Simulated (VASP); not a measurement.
Runs of VASP 6.6.1 on Nb. The structure is that of space group Fm-3m (No. 225), or close to it. The cells are those of the table. This isn't the form of Nb at room conditions, which is bcc.

```csv
task,spin,cell,k mesh,cutoff (eV),gap on the mesh (eV),pressure (GPa)
single point,"non-collinear, zero start, SOC","a = 2.980 Å, angles 60.0°, 1 atom",13 × 13 × 13,520,-,-0.3
single point,off,"a = 3.058 Å, angles 60.0°, 1 atom",14 × 14 × 14,520,none,(a)
single point,off,"a = 2.898 Å, angles 60.0°, 1 atom",14 × 14 × 14,520,none,15.7
relaxation of cell and atoms,off,"relaxed from a = 2.940 Å, angles 60.0°, 1 atom",13 × 13 × 13,600,none,0.0
single point,off,"a = 2.980 Å, angles 60.0°, 1 atom",13 × 13 × 13,520,none,(b)
single point,off,"a = 2.856 Å, angles 60.0°, 1 atom",14 × 14 × 14,520,none,26.2
single point,off,"a = 2.940 Å, angles 60.0°, 1 atom",14 × 14 × 14,520,none,7.0
single point,off,"a = 3.019 Å, angles 60.0°, 1 atom",14 × 14 × 14,520,none,-6.4
single point,off,"a = 3.095 Å, angles 60.0°, 1 atom",14 × 14 × 14,520,none,-15.8
single point,off,"a = 2.980 Å, angles 60.0°, 1 atom",14 × 14 × 14,520,none,-0.3
```

Alike in all rows: level r2SCAN; potentials or basis VASP PAW PBE potentials, release 64 (Nb_sv); smearing fermi-dirac 0.1 eV.

Q: Estimate the missing entries.

A: (a) -11.5; (b) -0.2.

Caveats: the PAW data sets were made with another functional, which shifts forces and pressure a little; the cell stands under tension (at least some runs); the cell stands under pressure (at least some runs).

A k mesh can miss the band edges, and rows without SOC leave out spin-orbit coupling on Nb.

A gap of «none» marks levels without a gap at the run's occupations.
